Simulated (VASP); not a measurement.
BW2, 12 atoms in the cell. It takes space group I4/mcm (No. 140, tetragonal). The conventional cell has a = 5.536 Å, b = 5.536 Å, c = 4.751 Å, α = 90.00°, β = 90.00°, γ = 90.00°. B (site symmetry 422) has 8 W at 2.37 Å and 2 B at 2.38 Å within 3.1 Å. W (site symmetry m2m) has 4 B at 2.37 Å and 11 W at 2.66 to 3.03 Å within 3.1 Å. 

```yaml
Program: VASP 6.6.1
Task: single point
Functional: PBEsol
Potentials_or_basis: VASP PAW PBE potentials, release 64 (B, W_sv)
Cutoff: 520 eV
k_mesh: 6 × 6 × 8
Occupations: gaussian, width 0.1 eV
Spin: no spin polarisation
Dipole_correction: no
Further_INCAR_settings: ALGO = Fast; EDIFF = 1e-06; NBANDS = 74
```

Potentials or basis: VASP PAW PBE potentials, release 64 (B, W_sv).

Command:

```sh
$ cat potpaw_PBE.64/B/POTCAR potpaw_PBE.64/W_sv/POTCAR > POTCAR
$ mpirun -np 1 vasp_std > vasp.out
```

Hardware: 1 thread of Intel(R) Xeon(R) Platinum 8375C CPU @ 2.90GHz (Ice Lake) (shared host).

Task: How long does it take, and how much memory?

Result: Run time: 12 min on 1 thread of Intel(R) Xeon(R) Platinum 8375C CPU @ 2.90GHz (Ice Lake) (shared host), peak memory 0.49 GiB. Counts: scf iterations 15, k points 50.
